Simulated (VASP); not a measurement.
Runs of VASP 6.6.1 on BN. The structure is that of space group Cmcm (No. 63), or close to it. The cells are those of the table. 

```csv
cell,gap on the mesh (eV),pressure (GPa)
"atoms relaxed from a = 2.215, b = 2.423, c = 5.781 Å, angles 90.0, 90.0, 117.2°, 4 atoms",3.29,66.9
"atoms relaxed from a = 2.215, b = 2.423, c = 6.971 Å, angles 90.0, 90.0, 117.2°, 4 atoms",3.31,52.8
"atoms relaxed from a = 2.762, b = 2.560, c = 6.019 Å, angles 90.0, 90.0, 122.7°, 4 atoms",(a),-31.1
"atoms relaxed from a = 2.215, b = 2.423, c = 6.019 Å, angles 90.0, 90.0, 117.2°, 4 atoms",3.34,63.0
"atoms relaxed from a = 2.215, b = 2.423, c = 6.257 Å, angles 90.0, 90.0, 117.2°, 4 atoms",(b),59.8
```

Alike in all rows: task relaxation of the atoms; level LDA; potentials or basis VASP PAW LDA potentials, release 64 (B, N); no spin polarisation; k mesh 12 × 12 × 4; cutoff (eV) 520; smearing gaussian 0.05 eV.

**Question.** Fill in the values left out.

**Answer.** (a) 3.27; (b) 3.42.

A k mesh can miss the band edges.
